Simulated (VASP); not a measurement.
# Sn (Pm-3m) in VASP: a series of runs

Runs on Sn. Level: r2SCAN. Tasks: relaxation of cell and atoms.

Program: VASP 6.6.1. These are calculated values, not measurements. Logs are shortened: lines on timing, memory, paths and dates and some standing lists are left out, and cuts for length are marked.

### 1 The cell of the first run

Symmetry: Pm-3m, No. 221, cubic system. Conventional cell: a = 3.054 Å, b = 3.054 Å, c = 3.054 Å, α = 90.00°, β = 90.00°, γ = 90.00°. Within 4.0 Å of Sn (site symmetry m-3m) lie 6 Sn at 3.05 Å.

This isn't the form of Sn at room conditions, which is tetragonal (white tin).

### 2 Relaxation of cell and atoms, r2SCAN

Contents of POSCAR:

```
Sn
1.0
    3.0544789005      0.0000000000      0.0000000000
    0.0000000000      3.0544789005      0.0000000000
    0.0000000000      0.0000000000      3.0544789005
Sn
1
Direct
    0.0000000000      0.0000000000      0.0000000000
```

Contents of INCAR.step1:

```
PREC = Accurate
ENCUT = 600
ISMEAR = 1
SIGMA = 0.05
LREAL = F
LASPH = T
NELM = 100
GGA = PE
ALGO = Normal
EDIFF = 1E-4
LWAVE = T
LCHARG = F
```

Contents of INCAR.step2:

```
PREC = Accurate
ENCUT = 600
EDIFF = 1E-6
ISMEAR = 1
SIGMA = 0.05
LREAL = F
LASPH = T
NELM = 100
ALGO = Normal
ISIF = 3
LWAVE = F
LCHARG = F
METAGGA = R2SCAN
LMIXTAU = T
IBRION = 2
NSW = 60
EDIFFG = -0.01
ISTART = 1
```

Contents of KPOINTS:

```
Automatic mesh
0
Gamma
  14 14 14
```

Potentials or basis: VASP PAW PBE potentials, release 64 (Sn_d).

On the command line:

```sh
$ cat potpaw_PBE.64/Sn_d/POTCAR > POTCAR
$ cp INCAR.step1 INCAR
$ mpirun -np 1 vasp_std > vasp.out
$ cp INCAR.step2 INCAR
$ mpirun -np 1 vasp_std > vasp.out
```

OUTCAR:

```text
PREC = Accurate
   ENCUT = 600
   EDIFF = 1E-6
   ISMEAR = 1
   LREAL = F
   LASPH = T
   NELM = 100
   ISIF = 3
   METAGGA = R2SCAN
   IBRION = 2
   NSW = 60
   EDIFFG = -0.01
   ISTART = 1

 ion  position               nearest neighbor table
   1  0.000  0.000  0.000-

  LATTYP: Found a simple cubic cell.
 ALAT       =     3.0544789005

  Lattice vectors:

 A1 = (   3.0544789005,   0.0000000000,   0.0000000000)
 A2 = (   0.0000000000,   3.0544789005,   0.0000000000)
 A3 = (   0.0000000000,   0.0000000000,   3.0544789005)

Analysis of symmetry for initial positions (statically):
=====================================================================
 Subroutine PRICEL returns:
 Original cell was already a primitive cell.

 Routine SETGRP: Setting up the symmetry group for a
 simple cubic supercell.

 Subroutine GETGRP returns: Found 48 space group operations
 (whereof 48 operations were pure point group operations)
 out of a pool of 48 trial point group operations.

The static configuration has the point symmetry O_h .

Analysis of symmetry for dynamics (positions and initial velocities):
=====================================================================
 Subroutine PRICEL returns:
 Original cell was already a primitive cell.

 Routine SETGRP: Setting up the symmetry group for a
 simple cubic supercell.

 Subroutine GETGRP returns: Found 48 space group operations
 (whereof 48 operations were pure point group operations)
 out of a pool of 48 trial point group operations.

The dynamic configuration has the point symmetry O_h .

 Subroutine INISYM returns: Found 48 space group operations
 (whereof 48 operations are pure point group operations),
 and found     1 'primitive' translations

----------------------------------------------------------------------------------------

                                     Primitive cell

  volume of cell :      28.4978

  direct lattice vectors                    reciprocal lattice vectors
     3.054478900  0.000000000  0.000000000     0.327388086  0.000000000  0.000000000
     0.000000000  3.054478900  0.000000000     0.000000000  0.327388086  0.000000000
     0.000000000  0.000000000  3.054478900     0.000000000  0.000000000  0.327388086

[... 84 lines left out ...]
   NSW    =     60    number of steps for IOM
   IBRION =      2    ionic relax: 0-MD 1-quasi-New 2-CG
   NFREE  =      1    steps in history (QN), initial steepest desc. (CG)
   ISIF   =      3    stress and relaxation
   ISYM   =      2    0-nonsym 1-usesym 2-fastsym
   POTIM  = 0.5000    time-step for ionic-motion
   TEBEG  =    0.0;   TEEND  =   0.0 temperature during run
   PSTRESS=    0.0 pullay stress
   NELECT =      14.0000    total number of electrons
   NUPDOWN=      -1.0000    fix difference up-down
   EMIN   =  10.00;   EMAX   =-10.00  energy-range for DOS
   EFERMI =   0.00;   METHOD = LEGACY
   ISMEAR =     1;   SIGMA  =   0.05  broadening in eV -4-tet -1-fermi 0-gaus
   EFERMI_NEDOS =   21; number of points for ismear=-14 and -15
   IALGO  =     38    algorithm
   IMIX   =      4    mixing-type and parameters
     AMIX     =   0.40;   BMIX     =  1.00
     AMIX_MAG =   1.60;   BMIX_MAG =  1.00
  volume/ion in A,a.u.               =      28.50       192.31
  Fermi-wavevector in a.u.,A,eV,Ry     =   1.291756  2.441064 22.703127  1.668633
  Thomas-Fermi vector in A             =   2.423506
   LORBIT       =      0    0 simple, 1 ext, 2 COOP (PROOUT), +10 PAW based schemes
   METAGGA = R2SCAN    functional components
   LHFCALC =     F    Hartree Fock is set to
   AEXX    =    0.0000 exact exchange contribution
   IVDW    =     0    specifies the selected vdW correction
   LEPSILON=     F    determine dielectric tensor
   LRPA    =     F    only Hartree local field effects (RPA)
 conjugate gradient relaxation of ions
 non-spin polarized calculation
 Methfessel and Paxton  Order N= 1 SIGMA  =   0.05
  energy-cutoff  :      600.00
  volume of cell :       28.50
 maximum number of plane-waves:       969
   NGX = 13   NGY = 13   NGZ = 13

 number of electron      14.0000013 magnetization

 Free energy of the ion-electron system (eV)
  ---------------------------------------------------
  ext. energy  EPLUGINS =         0.00000000
  ---------------------------------------------------
  free energy    TOTEN  =       -24.60895687 eV

  energy without entropy =      -24.60864429  energy(sigma->0) =      -24.60885268

 E-fermi :   7.1354     XC(G=0): -10.8351

 val. band max:        7.1281526687   @ k =   0.5000   0.3571   0.0714
 cond. band min:       7.1576244112   @ k =   0.4286   0.3571   0.1429
 fundamental gap:      0.0294717425
 Fermi energy:         7.1354112819

 k-point     1 :       0.0000    0.0000    0.0000
  band No.  band energies     occupation
      1     -15.0834      2.00000
      2     -15.0834      2.00000
      3     -14.6459      2.00000
      4     -14.6459      2.00000
      5     -14.6459      2.00000
      6      -4.1172      2.00000
      7      12.9244      0.00000
      8      12.9244      0.00000
      9      12.9244      0.00000
     10      16.2946      0.00000
     11      16.2946      0.00000
[... 309 lines left out ...]
 k-point    24 :       0.3571    0.2143    0.0000
  band No.  band energies     occupation
      1     -14.9832      2.00000
      2     -14.7960      2.00000
      3     -14.7414      2.00000
      4     -14.7330      2.00000
      5     -14.6814      2.00000
      6      -1.2385      2.00000
      7       4.9849      2.00000
      8       9.8163      0.00000
      9      15.7833      0.00000
     10      16.1520      0.00000
     11      19.1947      0.00000

 [... further k-points ...]

------------------------ aborting loop because EDIFF is reached ----------------------------------------

  FORCE on cell =-STRESS in cart. coord.  units (eV):
  Direction    XX          YY          ZZ          XY          YZ          ZX
  --------------------------------------------------------------------------------------
  -------------------------------------------------------------------------------------
  Total       -0.0003320     -0.0003320     -0.0003320     -0.0000000     -0.0000000      0.0000000
  in kB       -0.0186640     -0.0186640     -0.0186640     -0.0000000     -0.0000000      0.0000000
  external PRESSURE =      -0.0186640 kB  Pullay stress =       0.0000000 kB

 VOLUME and BASIS-vectors are now :
 -----------------------------------------------------------------------------
  energy-cutoff  :      600.00
  volume of cell :       28.50
      direct lattice vectors                 reciprocal lattice vectors
     3.054478900  0.000000000  0.000000000     0.327388086  0.000000000  0.000000000
     0.000000000  3.054478900  0.000000000     0.000000000  0.327388086  0.000000000
     0.000000000  0.000000000  3.054478900     0.000000000  0.000000000  0.327388086

 POSITION                                       TOTAL-FORCE (eV/Angst)
 -----------------------------------------------------------------------------------
      0.00000      0.00000      0.00000         0.000000      0.000000      0.000000
 -----------------------------------------------------------------------------------
    total drift:                                0.000000     -0.000000      0.000000

  FREE ENERGIE OF THE ION-ELECTRON SYSTEM (eV)
  ---------------------------------------------------
  free  energy   TOTEN  =       -24.6089568747 eV

  energy  without entropy=      -24.6086442877  energy(sigma->0) =      -24.60885268

 reached required accuracy - stopping structural energy minimisation
```

OUTCAR.step1:

```text
PREC = Accurate
   ENCUT = 600
   ISMEAR = 1
   LREAL = F
   LASPH = T
[... 551 lines left out ...]

 POSITION                                       TOTAL-FORCE (eV/Angst)
 -----------------------------------------------------------------------------------
      0.00000      0.00000      0.00000         0.000000      0.000000      0.000000
 -----------------------------------------------------------------------------------
    total drift:                                0.000000     -0.000000      0.000000

  FREE ENERGIE OF THE ION-ELECTRON SYSTEM (eV)
  ---------------------------------------------------
  free  energy   TOTEN  =        -3.7706669874 eV

  energy  without entropy=       -3.7702976359  energy(sigma->0) =       -3.77054387
```

OSZICAR.step1:

```text
N       E                     dE             d eps       ncg     rms          rms(c)
DAV:   1     0.766233262537E+02    0.76623E+02   -0.81308E+03  2664   0.206E+03
DAV:   2     0.103780354248E+01   -0.75586E+02   -0.73888E+02  2706   0.352E+02
DAV:   3    -0.366698961830E+01   -0.47048E+01   -0.46775E+01  3060   0.794E+01
DAV:   4    -0.377277875315E+01   -0.10579E+00   -0.10574E+00  2991   0.128E+01
DAV:   5    -0.377699667045E+01   -0.42179E-02   -0.42178E-02  3238   0.241E+00    0.164E+00
DAV:   6    -0.377120788662E+01    0.57888E-02   -0.12541E-02  3129   0.217E+00    0.925E-01
DAV:   7    -0.377060909323E+01    0.59879E-03   -0.88598E-03  3152   0.180E+00    0.117E-01
DAV:   8    -0.377067320277E+01   -0.64110E-04   -0.10257E-03  3060   0.578E-01    0.319E-02
DAV:   9    -0.377066698741E+01    0.62154E-05   -0.18364E-05  1650   0.729E-02
   1 F= -.37706670E+01 E0= -.37705439E+01  d E =-.369351E-03
```

Run time: 68 s. Hardware: 1 thread of Intel Xeon 8259CL, shared host; peak memory 0.18 GiB.

What came out:

- Free energy: -24.6090 eV
- Pressure after relaxing: 0.0 GPa
- Band gap on the k mesh: zero (bands 7 and 8 overlap by 8.07 eV)

Final structure:
```yaml
crystal:
  lattice:
    - [3.05448, 0.00000, 0.00000]
    - [0.00000, 3.05448, 0.00000]
    - [0.00000, 0.00000, 3.05448]
  atoms:
    - { symbol: Sn, position: [0.00000, 0.00000, 0.00000] }
```

Caveat: the relaxation stopped at its first step, so nothing moved; the PAW data sets were made with another functional, which shifts forces and pressure a little; spin-orbit coupling is left out, which moves the levels of the heavy elements.

### 3 Relaxation of cell and atoms, r2SCAN

This run uses another cell than the first one, of 28.65 Å³/atom.

Contents of POSCAR:

```
Sn
1.0
    3.0600000000      0.0000000000      0.0000000000
    0.0000000000      3.0600000000      0.0000000000
    0.0000000000      0.0000000000      3.0600000000
Sn
1
Direct
    0.0000000000      0.0000000000      0.0000000000
```

Contents of INCAR.step1:

```
ALGO = Normal ; EDIFF = 1E-4
ENCUT = 600 ; GGA = PE
ISMEAR = 1 ; LASPH = T
LCHARG = F ; LREAL = F
LWAVE = T ; NELM = 60
PREC = Accurate ; SIGMA = 0.05
```

Contents of INCAR.step2:

```
ALGO = Normal ; EDIFF = 1E-7
EDIFFG = -0.01 ; ENCUT = 600
IBRION = 2 ; ISIF = 3
ISMEAR = 1 ; ISTART = 1
LASPH = T ; LCHARG = F
LMIXTAU = T ; LREAL = F
LWAVE = F ; METAGGA = R2SCAN
NELM = 60 ; NSW = 60
PREC = Accurate ; SIGMA = 0.05
```

Contents of KPOINTS:

```
k-points
0
Gamma
  14 14 14
```

Potentials or basis: VASP PAW PBE potentials, release 64 (Sn_d).

On the command line:

```sh
$ cat potpaw_PBE.64/Sn_d/POTCAR > POTCAR
$ cp INCAR.step1 INCAR
$ mpirun -np 1 vasp_std > vasp.out
$ cp INCAR.step2 INCAR
$ mpirun -np 1 vasp_std > vasp.out
```

Run time: 3.2 min. Hardware: 1 thread of Intel Xeon 8259CL, shared host; peak memory 0.18 GiB.

It converged, with:

```
Free energy                           : -24.6090 eV
Relaxed volume                        : 28.50 Å³/atom
Relaxed cell                          : a = 3.055 Å, b = 3.055 Å, c = 3.055 Å, α = 90.00°, β = 90.00°, γ = 90.00°
Space group after relaxing (to 0.1 Å) : Pm-3m (No. 221)
Energy gained by relaxing             : 0.1 meV/atom
Ionic steps                           : 3
Pressure after relaxing               : 0.0 GPa
Band gap on the k mesh                : zero (bands 7 and 8 overlap by 8.07 eV)
```

The path:
```
step  energy change (eV)  largest force (eV/Å)  pressure (GPa)  volume (Å³)
   1              0.0000                0.0000           -0.27        28.65
   2             -0.0001                0.0000            0.09        28.45
   3             -0.0001                0.0000            0.01        28.50
```

Final structure:
```yaml
crystal:
  lattice:
    - [3.05459, 0.00000, 0.00000]
    - [0.00000, 3.05459, 0.00000]
    - [0.00000, 0.00000, 3.05459]
  atoms:
    - { symbol: Sn, position: [0.00000, 0.00000, 0.00000] }
```

Levels at points of the mesh, in eV from the Fermi level:
| k point | band 4 | band 5 | band 6 | band 7 | band 8 | band 9 | band 10 | band 11 |
| --- | --- | --- | --- | --- | --- | --- | --- | --- |
| (0.00, 0.00, 0.00) | -21.78 | -21.78 | -11.25 | 5.79 | 5.79 | 5.79 | 9.16 | 9.16 |
| (0.50, 0.00, 0.00) | -21.88 | -21.77 | -7.99 | -4.79 | 8.56 | 8.56 | 12.07 | 12.59 |
| (0.50, 0.50, 0.00) | -21.88 | -21.65 | -4.45 | -2.28 | -2.28 | 3.27 | 11.64 | 15.20 |
| (0.50, 0.50, 0.50) | -21.64 | -21.64 | -0.27 | 0.18 | 0.18 | 0.18 | 6.33 | 6.33 |

Caveat: the PAW data sets were made with another functional, which shifts forces and pressure a little; spin-orbit coupling is left out, which moves the levels of the heavy elements.
